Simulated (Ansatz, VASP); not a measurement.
# YbBe5: VASP beside Ansatz

```xyz
6
Lattice="0.0000 3.1960 3.1960 3.1960 0.0000 3.1960 3.1960 3.1960 0.0000" Properties=species:S:1:pos:R:3 pbc="T T T"
Yb    0.0000    0.0000    0.0000
Be    1.5980    1.5980    1.5980
Be    3.9852    2.4068    2.4068
Be    3.9852    3.9852    3.9852
Be    2.4068    2.4068    3.9852
Be    2.4068    3.9852    2.4068
```

Change from the starting cell: species swapped into the ZrNi5 type (F-43m, No. 216).

Alike in both runs: task single point; functional PBE; k mesh 6 × 6 × 6; occupations gaussian, width 0.1 eV; no spin polarisation.

|  | VASP | Ansatz |
| --- | --- | --- |
| version | VASP 6.6.1 | Ansatz 0.2.0 |
| potentials or method | VASP PAW PBE potentials, release 64 (Yb, Be), cutoff 520 eV | scalar-relativistic, plane waves, PAW |
| valence electrons in the cell | 34 | 34 |

Ansatz gave:

| Item | Value |
| --- | --- |
| gap on the k mesh at the Fermi level (eV) | none |
| pressure (GPa) | 5.7 |
| rms of the force components (eV/Å) | 0.006 |

Task: Estimate VASP's values.

Result: gap on the k mesh at the Fermi level (eV): none; pressure (GPa): 6.0; rms of the force components (eV/Å): 0.005.

Atom by atom the forces differ by 0.001 eV/Å (rms over components). A gap of «none» marks a metal or a gap that the smearing closes. With one functional, cell and mesh, what is left measures potentials, basis and numerics.

Spin-orbit coupling is off throughout.
